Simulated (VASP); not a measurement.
# LiF (Fm-3m) in VASP: notebook

The runs below take LiF through relaxation of cell and atoms, single point, with LDA, r2SCAN, HSE06.

Program: VASP 6.6.1. These are calculated values, not measurements. Logs are shortened: lines on timing, memory, paths and dates and some standing lists are left out, and cuts for length are marked.

### 1 The cell of the first run

The structure is cubic, space group Fm-3m (No. 225). The conventional cell has a = 4.067 Å, b = 4.067 Å, c = 4.067 Å, α = 90.00°, β = 90.00°, γ = 90.00°. Li (site symmetry m-3m) has 6 F at 2.03 Å within 2.7 Å. F (site symmetry m-3m) has 6 Li at 2.03 Å within 2.7 Å.

### 2 Relaxation of cell and atoms, LDA

File INCAR:

```
PREC = Accurate ; ENCUT = 600
EDIFF = 1E-7 ; ISMEAR = -1
SIGMA = 0.02 ; LREAL = False
LASPH = True ; NELM = 100
ALGO = Normal ; ISIF = 3
LWAVE = False ; LCHARG = False
GGA = CA ; IBRION = 2
NSW = 80 ; EDIFFG = -0.005
```

File KPOINTS:

```
regular mesh
0
Gamma
  10 10 10
```

File POSCAR:

```
LiF
1.0
    0.0000000000      2.0335339324      2.0335339324
    2.0335339324      0.0000000000      2.0335339324
    2.0335339324      2.0335339324      0.0000000000
Li F
1 1
Direct
    0.0000000000      0.0000000000      0.0000000000
    0.5000000000      0.5000000000      0.5000000000
```

Potentials or basis: VASP PAW LDA potentials, release 64 (Li_sv, F).

Run with:

```bash
$ cat potpaw_LDA.64/Li_sv/POTCAR potpaw_LDA.64/F/POTCAR > POTCAR
$ mpirun -np 1 vasp_std > vasp.out
```

OUTCAR:

```text
PREC = Accurate
   ENCUT = 600
   EDIFF = 1E-7
   ISMEAR = -1
   LREAL = False
   LASPH = True
   NELM = 100
   ISIF = 3
   GGA = CA
   IBRION = 2
   NSW = 80
   EDIFFG = -0.005

 ion  position               nearest neighbor table
   1  0.000  0.000  0.000-   2 2.03   2 2.03   2 2.03   2 2.03   2 2.03   2 2.03
   2  0.500  0.500  0.500-   1 2.03   1 2.03   1 2.03   1 2.03   1 2.03   1 2.03

  LATTYP: Found a face centered cubic cell.
 ALAT       =     4.0670678648

  Lattice vectors:

 A1 = (   0.0000000000,   2.0335339324,   2.0335339324)
 A2 = (   2.0335339324,   0.0000000000,   2.0335339324)
 A3 = (   2.0335339324,   2.0335339324,   0.0000000000)

Analysis of symmetry for initial positions (statically):
=====================================================================
 Subroutine PRICEL returns:
 Original cell was already a primitive cell.

 Routine SETGRP: Setting up the symmetry group for a
 face centered cubic supercell.

 Subroutine GETGRP returns: Found 48 space group operations
 (whereof 48 operations were pure point group operations)
 out of a pool of 48 trial point group operations.

The static configuration has the point symmetry O_h .

Analysis of symmetry for dynamics (positions and initial velocities):
=====================================================================
 Subroutine PRICEL returns:
 Original cell was already a primitive cell.

 Routine SETGRP: Setting up the symmetry group for a
 face centered cubic supercell.

 Subroutine GETGRP returns: Found 48 space group operations
 (whereof 48 operations were pure point group operations)
 out of a pool of 48 trial point group operations.

The dynamic configuration has the point symmetry O_h .

 Subroutine INISYM returns: Found 48 space group operations
 (whereof 48 operations are pure point group operations),
 and found     1 'primitive' translations

----------------------------------------------------------------------------------------

                                     Primitive cell

  volume of cell :      16.8184

  direct lattice vectors                    reciprocal lattice vectors
     0.000000000  2.033533932  2.033533932    -0.245877382  0.245877382  0.245877382
     2.033533932  0.000000000  2.033533932     0.245877382 -0.245877382  0.245877382
     2.033533932  2.033533932  0.000000000     0.245877382  0.245877382 -0.245877382

  length of vectors
     2.875851267  2.875851267  2.875851267     0.425872118  0.425872118  0.425872118

  position of ions in fractional coordinates (direct lattice)
     0.000000000  0.000000000  0.000000000
     0.500000000  0.500000000  0.500000000

  ion indices of the primitive-cell ions
   primitive index   ion index
                 1           1
                 2           2

----------------------------------------------------------------------------------------

 KPOINTS: regular mesh

Automatic generation of k-mesh.
 Grid dimensions read from file:
 generate k-points for:   10   10   10

 Generating k-lattice:

  Cartesian coordinates                     Fractional coordinates (reciprocal lattice)
    -0.024587738  0.024587738  0.024587738     0.100000000  0.000000000  0.000000000
     0.024587738 -0.024587738  0.024587738     0.000000000  0.100000000  0.000000000
     0.024587738  0.024587738 -0.024587738     0.000000000  0.000000000  0.100000000

  Length of vectors
     0.042587212  0.042587212  0.042587212

  Shift w.r.t. Gamma in fractional coordinates (k-lattice)
     0.000000000  0.000000000  0.000000000

 Subroutine IBZKPT returns following result:
 ===========================================

 Found     47 irreducible k-points:

 Following reciprocal coordinates:
            Coordinates               Weight
  0.000000  0.000000  0.000000      1.000000
  0.100000  0.000000  0.000000      8.000000
  0.200000  0.000000  0.000000      8.000000
  0.300000  0.000000  0.000000      8.000000
  0.400000  0.000000  0.000000      8.000000
  0.500000  0.000000  0.000000      4.000000
[... 16 lines left out ...]
  0.300000  0.300000  0.000000      6.000000
  0.400000  0.300000  0.000000     24.000000
 [... further k-points ...]
   k-points           NKPTS =     47   k-points in BZ     NKDIM =     47   number of bands    NBANDS=      9
   number of dos      NEDOS =    301   number of ions     NIONS =      2
   total plane-waves  NPLWV =  13824
   dimension x,y,z NGX =    24 NGY =   24 NGZ =   24
   dimension x,y,z NGXF=    48 NGYF=   48 NGZF=   48
   ions per type =               1   1
   NGX,Y,Z   is equivalent  to a cutoff of  13.87, 13.87, 13.87 a.u.
   NGXF,Y,Z  is equivalent  to a cutoff of  27.75, 27.75, 27.75 a.u.
 SYSTEM =  unknown system
   PREC   = accura    normal or accurate (medium, high low for compatibility)
   ISTART =      0    job   : 0-new  1-cont  2-samecut
   ICHARG =      2    charge: 1-file 2-atom 10-const
   ISPIN  =      1    spin polarized calculation?
   LNONCOLLINEAR =      F non collinear calculations
   LSORBIT =      F    spin-orbit coupling
   LASPH  =      T    aspherical Exc in radial PAW
   ENCUT  =  600.0 eV  44.10 Ry    6.64 a.u.   5.74  5.74  5.74*2*pi/ulx,y,z
   NELM   =    100;   NELMIN=  2; NELMDL= -5     # of ELM steps
   EDIFF  = 0.1E-06   stopping-criterion for ELM
   LREAL  =      F    real-space projection
   EDIFFG = -.5E-02   stopping-criterion for IOM
   NSW    =     80    number of steps for IOM
   IBRION =      2    ionic relax: 0-MD 1-quasi-New 2-CG
   NFREE  =      1    steps in history (QN), initial steepest desc. (CG)
   ISIF   =      3    stress and relaxation
   ISYM   =      2    0-nonsym 1-usesym 2-fastsym
   POTIM  = 0.5000    time-step for ionic-motion
   TEBEG  =    0.0;   TEEND  =   0.0 temperature during run
   PSTRESS=    0.0 pullay stress
   NELECT =      10.0000    total number of electrons
   NUPDOWN=      -1.0000    fix difference up-down
   EMIN   =  10.00;   EMAX   =-10.00  energy-range for DOS
   EFERMI =   0.00;   METHOD = LEGACY
   ISMEAR =    -1;   SIGMA  =   0.02  broadening in eV -4-tet -1-fermi 0-gaus
   EFERMI_NEDOS =   21; number of points for ismear=-14 and -15
   IALGO  =     38    algorithm
   IMIX   =      4    mixing-type and parameters
     AMIX     =   0.40;   BMIX     =  1.00
     AMIX_MAG =   1.60;   BMIX_MAG =  1.00
  volume/ion in A,a.u.               =       8.41        56.75
  Fermi-wavevector in a.u.,A,eV,Ry     =   1.376618  2.601431 25.784085  1.895077
  Thomas-Fermi vector in A             =   2.501846
   LORBIT       =      0    0 simple, 1 ext, 2 COOP (PROOUT), +10 PAW based schemes
   GGA     = CA    functional components
   LHFCALC =     F    Hartree Fock is set to
   AEXX    =    0.0000 exact exchange contribution
   IVDW    =     0    specifies the selected vdW correction
   LEPSILON=     F    determine dielectric tensor
   LRPA    =     F    only Hartree local field effects (RPA)
 conjugate gradient relaxation of ions
 non-spin polarized calculation
  energy-cutoff  :      600.00
  volume of cell :       16.82
 maximum number of plane-waves:       571
   NGX = 11   NGY = 11   NGZ = 11

--------------------------------------- Ionic step        1  -------------------------------------------

 number of electron      10.0000000 magnetization

 number of electron       9.9999992 magnetization

 Free energy of the ion-electron system (eV)
  ---------------------------------------------------
  ext. energy  EPLUGINS =         0.00000000
  ---------------------------------------------------
  free energy    TOTEN  =       -10.45246349 eV

  energy without entropy =      -10.45246349  energy(sigma->0) =      -10.45246349

------------------------ aborting loop because EDIFF is reached ----------------------------------------

  FORCE on cell =-STRESS in cart. coord.  units (eV):
  Direction    XX          YY          ZZ          XY          YZ          ZX
  --------------------------------------------------------------------------------------
  -------------------------------------------------------------------------------------
  Total       -0.9023945     -0.9023945     -0.9023945     -0.0000000      0.0000000      0.0000000
  in kB      -85.9652172    -85.9652172    -85.9652172     -0.0000000      0.0000000      0.0000000
  external PRESSURE =     -85.9652172 kB  Pullay stress =       0.0000000 kB
[... 93 lines left out ...]
  energy  without entropy=      -10.5134436908  energy(sigma->0) =      -10.51344369

--------------------------------------- Ionic step        4  -------------------------------------------

 number of electron      10.0000006 magnetization

 Free energy of the ion-electron system (eV)
  ---------------------------------------------------
  ext. energy  EPLUGINS =         0.00000000
  ---------------------------------------------------
  free energy    TOTEN  =       -10.51361351 eV

  energy without entropy =      -10.51361351  energy(sigma->0) =      -10.51361351

 E-fermi :  -0.2301     XC(G=0): -11.1779

 val. band max:       -0.6445426736   @ k =   0.0000   0.0000   0.0000
 cond. band min:       9.1476554058   @ k =   0.0000   0.0000   0.0000
 fundamental gap:      9.7921980794
 Fermi energy:        -0.2301061469

 k-point     1 :       0.0000    0.0000    0.0000
  band No.  band energies     occupation
      1     -40.2140      2.00000
      2     -20.5032      2.00000
      3      -0.6445      2.00000
      4      -0.6445      2.00000
      5      -0.6445      2.00000
      6       9.1477      0.00000
      7      24.1248      0.00000
      8      24.1248      0.00000
      9      24.1248      0.00000
[... 265 lines left out ...]
 k-point    24 :       0.4000    0.3000    0.0000
  band No.  band energies     occupation
      1     -40.1066      2.00000
      2     -19.8405      2.00000
      3      -3.3691      2.00000
      4      -1.6901      2.00000
      5      -1.5566      2.00000
      6      13.0588      0.00000
      7      16.3142      0.00000
      8      18.5873      0.00000
      9      20.1491      0.00000

 [... further k-points ...]

------------------------ aborting loop because EDIFF is reached ----------------------------------------

  FORCE on cell =-STRESS in cart. coord.  units (eV):
  Direction    XX          YY          ZZ          XY          YZ          ZX
  --------------------------------------------------------------------------------------
  -------------------------------------------------------------------------------------
  Total        0.0047333      0.0047333      0.0047333      0.0000000      0.0000000      0.0000000
  in kB        0.5130692      0.5130692      0.5130692      0.0000000      0.0000000      0.0000000
  external PRESSURE =       0.5130692 kB  Pullay stress =       0.0000000 kB
[... 17 lines left out ...]
  FREE ENERGIE OF THE ION-ELECTRON SYSTEM (eV)
  ---------------------------------------------------
  free  energy   TOTEN  =       -10.5136135137 eV

  energy  without entropy=      -10.5136135137  energy(sigma->0) =      -10.51361351

 reached required accuracy - stopping structural energy minimisation
```

Run time: 12 s. Hardware: 1 thread of Intel Xeon Platinum 8488C (Sapphire Rapids), shared host; peak memory 0.12 GiB.

Results:

```yaml
Free_energy: -10.5136 eV
Relaxed_volume: 7.39 Å³/atom
Relaxed_cell: a = 2.755 Å, b = 2.755 Å, c = 2.755 Å, α = 60.00°, β = 60.00°, γ = 60.00°
Space_group_after_relaxing_to_0.1_Å: Fm-3m (No. 225)
Energy_gained_by_relaxing: 30.6 meV/atom
Ionic_steps: 4
Pressure_after_relaxing: 0.1 GPa
Band_gap_on_the_k_mesh: 9.79 eV
```

Step by step:
```
step  energy change (eV)  largest force (eV/Å)  pressure (GPa)  volume (Å³)
   1              0.0000                0.0000           -8.60        16.82
   2             -0.0459                0.0000           -4.84        15.74
   3             -0.0610                0.0000           -0.57        14.89
   4             -0.0612                0.0000            0.05        14.78
```

Final structure:
```
CELL_PARAMETERS angstrom
0.00000 1.94785 1.94785
1.94785 0.00000 1.94785
1.94785 1.94785 0.00000
ATOMIC_POSITIONS crystal
Li 0.00000 0.00000 0.00000
F 0.50000 0.50000 0.50000
```

Caveat: the cutoff is under 1.25 times the usual one of these potentials, so pressure, stress and relaxed cells hold a basis-set (Pulay) error.

(Continued in part 2 of 2.)
